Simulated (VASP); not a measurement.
# BeTe (F-43m) in VASP: further runs

The runs below take BeTe through relaxation of cell and atoms, single point, with PBEsol.

Program: VASP 6.6.1. These are calculated values, not measurements. Logs are shortened: lines on timing, memory, paths and dates and some standing lists are left out, and cuts for length are marked.

### 1 The cell of the first run

Symmetry: F-43m, No. 216, cubic system. Conventional cell: a = 5.606 Å, b = 5.606 Å, c = 5.606 Å, α = 90.00°, β = 90.00°, γ = 90.00°. Within 3.2 Å of Be (site symmetry -43m) lie 4 Te at 2.43 Å. Te (site symmetry -43m) has 4 Be at 2.43 Å within 3.2 Å.

### 2 Relaxation of cell and atoms, PBEsol, target pressure 15 GPa, at which the enthalpy is minimised

INCAR

```
ALGO = Normal
EDIFF = 1E-6
EDIFFG = -0.002
ENCUT = 600
GGA = PS
IBRION = 2
ISIF = 3
ISMEAR = 0
LASPH = True
LCHARG = False
LREAL = False
LWAVE = False
NELM = 60
NSW = 100
PREC = Accurate
PSTRESS = 150.0
SIGMA = 0.01
```

KPOINTS

```
k-points
0
Gamma
  8 8 8
```

POSCAR

```
BeTe
1.0
    2.8027758361      2.8027758361      0.0000000000
   -2.8027758361      2.8027758361      0.0000000000
    0.0000000000      2.8027758361      2.8027758361
Be Te
1 1
Direct
    0.0000000000      0.0000000000      0.0000000000
    0.7500000000      0.2500000000      0.5000000000
```

Potentials or basis: VASP PAW PBE potentials, release 64 (Be, Te).

Started as:

```bash
$ cat potpaw_PBE.64/Be/POTCAR potpaw_PBE.64/Te/POTCAR > POTCAR
$ mpirun -np 1 vasp_std > vasp.out
```

OUTCAR:

```text
EDIFF = 1E-6
   EDIFFG = -0.002
   ENCUT = 600
   GGA = PS
   IBRION = 2
   ISIF = 3
   ISMEAR = 0
   LASPH = True
   LREAL = False
   NELM = 60
   NSW = 100
   PREC = Accurate
   PSTRESS = 150.0

 ion  position               nearest neighbor table
   1  0.000  0.000  0.000-   2 2.43   2 2.43   2 2.43   2 2.43
   2  0.750  0.250  0.500-   1 2.43   1 2.43   1 2.43   1 2.43

  LATTYP: Found a face centered cubic cell.
 ALAT       =     5.6055516722

  Lattice vectors:

 A1 = (   0.0000000000,   2.8027758361,   2.8027758361)
 A2 = (   2.8027758361,   0.0000000000,   2.8027758361)
 A3 = (   2.8027758361,   2.8027758361,   0.0000000000)

Analysis of symmetry for initial positions (statically):
=====================================================================
 Subroutine PRICEL returns:
 Original cell was already a primitive cell.

 Routine SETGRP: Setting up the symmetry group for a
 face centered cubic supercell.

 Subroutine GETGRP returns: Found 24 space group operations
 (whereof 24 operations were pure point group operations)
 out of a pool of 48 trial point group operations.

The static configuration has the point symmetry T_d .

Analysis of symmetry for dynamics (positions and initial velocities):
=====================================================================
 Subroutine PRICEL returns:
 Original cell was already a primitive cell.

 Routine SETGRP: Setting up the symmetry group for a
 face centered cubic supercell.

 Subroutine GETGRP returns: Found 24 space group operations
 (whereof 24 operations were pure point group operations)
 out of a pool of 48 trial point group operations.

The dynamic configuration has the point symmetry T_d .

 Subroutine INISYM returns: Found 24 space group operations
 (whereof 24 operations are pure point group operations),
 and found     1 'primitive' translations

----------------------------------------------------------------------------------------

                                     Primitive cell

  volume of cell :      44.0347

  direct lattice vectors                    reciprocal lattice vectors
     2.802775836  2.802775836  0.000000000     0.178394574  0.178394574 -0.178394574
    -2.802775836  2.802775836  0.000000000    -0.178394574  0.178394574 -0.178394574
     0.000000000  2.802775836  2.802775836     0.000000000  0.000000000  0.356789147

  length of vectors
     3.963723600  3.963723600  3.963723600     0.308988465  0.308988465  0.356789147

  position of ions in fractional coordinates (direct lattice)
     0.000000000  0.000000000  0.000000000
     0.750000000  0.250000000  0.500000000

  ion indices of the primitive-cell ions
   primitive index   ion index
                 1           1
                 2           2

----------------------------------------------------------------------------------------

 KPOINTS: k-points

Automatic generation of k-mesh.
 Grid dimensions read from file:
 generate k-points for:    8    8    8

 Generating k-lattice:

  Cartesian coordinates                     Fractional coordinates (reciprocal lattice)
     0.022299322  0.022299322 -0.022299322     0.125000000  0.000000000  0.000000000
    -0.022299322  0.022299322 -0.022299322     0.000000000  0.125000000  0.000000000
     0.000000000  0.000000000  0.044598643     0.000000000  0.000000000  0.125000000

  Length of vectors
     0.038623558  0.038623558  0.044598643

  Shift w.r.t. Gamma in fractional coordinates (k-lattice)
     0.000000000  0.000000000  0.000000000

 Subroutine IBZKPT returns following result:
 ===========================================

 Found     29 irreducible k-points:

 Following reciprocal coordinates:
            Coordinates               Weight
  0.000000  0.000000  0.000000      1.000000
  0.125000  0.000000  0.000000      8.000000
  0.250000  0.000000  0.000000      8.000000
  0.375000  0.000000  0.000000      8.000000
  0.500000  0.000000  0.000000      4.000000
  0.125000  0.125000  0.000000     12.000000
[... 16 lines left out ...]
  0.375000  0.250000  0.125000     48.000000
  0.500000  0.250000  0.125000     24.000000
 [... further k-points ...]
   k-points           NKPTS =     29   k-points in BZ     NKDIM =     29   number of bands    NBANDS=      8
   number of dos      NEDOS =    301   number of ions     NIONS =      2
   total plane-waves  NPLWV =  32768
   dimension x,y,z NGX =    32 NGY =   32 NGZ =   32
   dimension x,y,z NGXF=    64 NGYF=   64 NGZF=   64
   ions per type =               1   1
   NGX,Y,Z   is equivalent  to a cutoff of  13.42, 13.42, 13.42 a.u.
   NGXF,Y,Z  is equivalent  to a cutoff of  26.84, 26.84, 26.84 a.u.
 SYSTEM =  unknown system
   PREC   = accura    normal or accurate (medium, high low for compatibility)
   ISTART =      0    job   : 0-new  1-cont  2-samecut
   ICHARG =      2    charge: 1-file 2-atom 10-const
   ISPIN  =      1    spin polarized calculation?
   LNONCOLLINEAR =      F non collinear calculations
   LSORBIT =      F    spin-orbit coupling
   LASPH  =      T    aspherical Exc in radial PAW
   ENCUT  =  600.0 eV  44.10 Ry    6.64 a.u.   7.92  7.92  7.92*2*pi/ulx,y,z
   NELM   =     60;   NELMIN=  2; NELMDL= -5     # of ELM steps
   EDIFF  = 0.1E-05   stopping-criterion for ELM
   LREAL  =      F    real-space projection
   EDIFFG = -.2E-02   stopping-criterion for IOM
   NSW    =    100    number of steps for IOM
   IBRION =      2    ionic relax: 0-MD 1-quasi-New 2-CG
   NFREE  =      1    steps in history (QN), initial steepest desc. (CG)
   ISIF   =      3    stress and relaxation
   ISYM   =      2    0-nonsym 1-usesym 2-fastsym
   POTIM  = 0.5000    time-step for ionic-motion
   TEBEG  =    0.0;   TEEND  =   0.0 temperature during run
   PSTRESS=  150.0 pullay stress
   NELECT =       8.0000    total number of electrons
   NUPDOWN=      -1.0000    fix difference up-down
   EMIN   =  10.00;   EMAX   =-10.00  energy-range for DOS
   EFERMI =   0.00;   METHOD = LEGACY
   ISMEAR =     0;   SIGMA  =   0.01  broadening in eV -4-tet -1-fermi 0-gaus
   EFERMI_NEDOS =   21; number of points for ismear=-14 and -15
   IALGO  =     38    algorithm
   IMIX   =      4    mixing-type and parameters
     AMIX     =   0.40;   BMIX     =  1.00
     AMIX_MAG =   1.60;   BMIX_MAG =  1.00
  volume/ion in A,a.u.               =      22.02       148.58
  Fermi-wavevector in a.u.,A,eV,Ry     =   0.927199  1.752153 11.696911  0.859699
  Thomas-Fermi vector in A             =   2.053244
   LORBIT       =      0    0 simple, 1 ext, 2 COOP (PROOUT), +10 PAW based schemes
   GGA     = PS    functional components
   LHFCALC =     F    Hartree Fock is set to
   AEXX    =    0.0000 exact exchange contribution
   IVDW    =     0    specifies the selected vdW correction
   LEPSILON=     F    determine dielectric tensor
   LRPA    =     F    only Hartree local field effects (RPA)
 conjugate gradient relaxation of ions
 non-spin polarized calculation
 Gauss-broadening in eV      SIGMA  =   0.01
  energy-cutoff  :      600.00
  volume of cell :       44.03
 maximum number of plane-waves:      1480
   NGX = 15   NGY = 15   NGZ = 15

--------------------------------------- Ionic step        1  -------------------------------------------

 number of electron       8.0000000 magnetization

 Free energy of the ion-electron system (eV)
  ---------------------------------------------------
  ext. energy  EPLUGINS =         0.00000000
  ---------------------------------------------------
  free energy    TOTEN  =        -8.21587665 eV

  energy without entropy =       -8.21587665  energy(sigma->0) =       -8.21587665

------------------------ aborting loop because EDIFF is reached ----------------------------------------

  FORCE on cell =-STRESS in cart. coord.  units (eV):
  Direction    XX          YY          ZZ          XY          YZ          ZX
  --------------------------------------------------------------------------------------
  -------------------------------------------------------------------------------------
  Total        0.0611957      0.0611957      0.0611957      0.0000000      0.0000000     -0.0000000
  in kB        2.2265693      2.2265693      2.2265693      0.0000000      0.0000000     -0.0000000
  external PRESSURE =    -147.7734307 kB  Pullay stress =     150.0000000 kB
[... 23 lines left out ...]
  enthalpy is  TOTEN    =        -4.0932332947 eV   P V=        4.1226433551

--------------------------------------- Ionic step        2  -------------------------------------------

 number of electron       8.0000000 magnetization

 E-fermi :   9.4097     XC(G=0): -10.5363

 val. band max:        9.3017776126   @ k =   0.0000   0.0000   0.0000
 cond. band min:      10.1655072551   @ k =   0.5000   0.5000   0.0000
 fundamental gap:      0.8637296425
 Fermi energy:         9.4097450036

 k-point     1 :       0.0000    0.0000    0.0000
  band No.  band energies     occupation
      1      -5.6857      2.00000
      2       9.3018      2.00000
      3       9.3018      2.00000
      4       9.3018      2.00000
      5      12.4518      0.00000
      6      12.4518      0.00000
      7      12.4518      0.00000
      8      15.6686      0.00000
[... 402 lines left out ...]
  enthalpy is  TOTEN    =        -4.4567585935 eV   P V=        3.4724116452

--------------------------------------- Ionic step        6  -------------------------------------------

 number of electron       8.0000000 magnetization

 Free energy of the ion-electron system (eV)
  ---------------------------------------------------
  ext. energy  EPLUGINS =         0.00000000
  ---------------------------------------------------
  free energy    TOTEN  =        -7.92811362 eV

  energy without entropy =       -7.92811362  energy(sigma->0) =       -7.92811362

 E-fermi :   7.3576     XC(G=0):  -9.9555

 val. band max:        7.2992372158   @ k =   0.0000   0.0000   0.0000
 cond. band min:       8.6314191548   @ k =   0.5000   0.5000   0.0000
 fundamental gap:      1.3321819390
 Fermi energy:         7.3575885466

 k-point     1 :       0.0000    0.0000    0.0000
  band No.  band energies     occupation
      1      -6.4289      2.00000
      2       7.2992      2.00000
      3       7.2992      2.00000
      4       7.2992      2.00000
      5      10.6843      0.00000
      6      10.6843      0.00000
      7      10.6843      0.00000
      8      12.4808      0.00000
[... 282 lines left out ...]
  FREE ENERGIE OF THE ION-ELECTRON SYSTEM (eV)
  ---------------------------------------------------
  free  energy   TOTEN  =        -7.9281136225 eV

  energy  without entropy=       -7.9281136225  energy(sigma->0) =       -7.92811362

  enthalpy is  TOTEN    =        -4.4567602577 eV   P V=        3.4713533648

 reached required accuracy - stopping structural energy minimisation
```

Wall time 52 s (1 thread of Intel Xeon 8259CL, shared host); peak memory 0.19 GiB.

Results:

```yaml
Free_energy: -7.9281 eV
Relaxed_volume: 18.54 Å³/atom
Relaxed_cell: a = 3.743 Å, b = 3.743 Å, c = 3.743 Å, α = 60.00°, β = 60.00°, γ = 90.00°
Space_group_after_relaxing_to_0.1_Å: F-43m (No. 216)
Energy_change_on_relaxing_the_run_minimises_the_enthalpy: +143.9 meV/atom
Ionic_steps: 6
Pressure_after_relaxing: 15.0 GPa
Band_gap_on_the_k_mesh: 1.33 eV (least direct gap 3.39 eV)
```

The path:
```csv
step,energy change (eV),largest force (eV/Å),pressure (GPa),volume (Å³)
1,0.0000,0.0000,0.22,44.03
2,1.0012,0.0000,35.00,32.32
3,0.2771,0.0000,14.65,37.19
4,0.2891,0.0000,15.04,37.06
5,0.2867,0.0000,14.96,37.09
6,0.2878,0.0000,14.99,37.08
```

Final structure:
```
CELL_PARAMETERS angstrom
2.64665 2.64665 0.00000
-2.64665 2.64665 0.00000
0.00000 2.64665 2.64665
ATOMIC_POSITIONS crystal
Be 0.00000 0.00000 0.00000
Te 0.75000 0.25000 0.50000
```

Levels at points of the mesh, in eV from the valence-band top:
| k point | band 2 | band 3 | band 4 | band 5 | band 6 | band 7 |
| --- | --- | --- | --- | --- | --- | --- |
| (0.00, 0.00, 0.00) | 0.00 | 0.00 | 0.00 | 3.39 | 3.39 | 3.39 |
| (0.50, 0.00, 0.00) | -6.90 | -1.49 | -1.49 | 3.56 | 4.42 | 4.42 |
| (0.50, 0.50, 0.00) | -6.23 | -3.44 | -3.44 | 1.33 | 2.29 | 10.91 |

Caveat: the cell is relaxed towards a set pressure, so the run minimises the enthalpy, not the energy; the volume moved by over 15 % at a fixed basis, so the end points are rough; the PAW data sets were made with another functional, which shifts forces and pressure a little; spin-orbit coupling is left out, which moves the levels of the heavy elements. A k mesh can miss the band edges.

### 3 Single point, PBEsol, non-collinear spin, zero start, spin-orbit coupling

This run uses another cell than the first one, of 18.47 Å³/atom.

INCAR

```
PREC     = Accurate       # precision mode
ENCUT    = 520            # plane-wave cutoff, eV
EDIFF    = 1E-6           # SCF threshold, eV
ISMEAR   = 0              # smearing method
SIGMA    = 0.01           # smearing width, eV
LREAL    = False          # projectors in reciprocal space
LASPH    = True           # aspherical terms in the spheres
NELM     = 150            # most SCF steps
ALGO     = Normal         # electronic algorithm
ISIF     = 2              # what is computed and relaxed
LWAVE    = False          # write WAVECAR
LCHARG   = True           # write CHGCAR
MAGMOM   = 0 0 0 0 0 0    # initial moments
LORBIT   = 11             # projections on sites
LSORBIT  = True           # spin-orbit coupling
GGA_COMPAT= False        
LORBMOM  = True         
GGA      = PS             # functional
LVHAR    = True         
NBANDS   = 20             # bands
```

KPOINTS

```
regular mesh
0
Gamma
  8 8 8
```

POSCAR

```
BeTe
1.0
    2.6433946863      2.6433946863      0.0000000000
   -2.6433946863      2.6433946863      0.0000000000
    0.0000000000      2.6433946863      2.6433946863
Be Te
1 1
Direct
    0.0000000000      0.0000000000      0.0000000000
    0.7500000000      0.2500000000      0.5000000000
```

Potentials or basis: VASP PAW PBE potentials, release 64 (Be, Te).

Started as:

```bash
$ cat potpaw_PBE.64/Be/POTCAR potpaw_PBE.64/Te/POTCAR > POTCAR
$ mpirun -np 1 vasp_ncl > vasp.out
```

Run time: 2.2 min. Hardware: 1 thread of Intel Xeon 8259CL, shared host; peak memory 0.27 GiB.

Results (log left out):

* Free energy: -7.9988 eV
* Pressure: 15.5 GPa
* Net moment: 0.00 μB per cell
* Valence electrons inside the program's atomic spheres: Be 1.17; Te 3.63

Moments on the atoms (μB; x, y, z):
```
Be  0.00 0.00 0.00
Te  0.00 0.00 0.00
```

Caveat: the cell stands under pressure; the PAW data sets were made with another functional, which shifts forces and pressure a little.
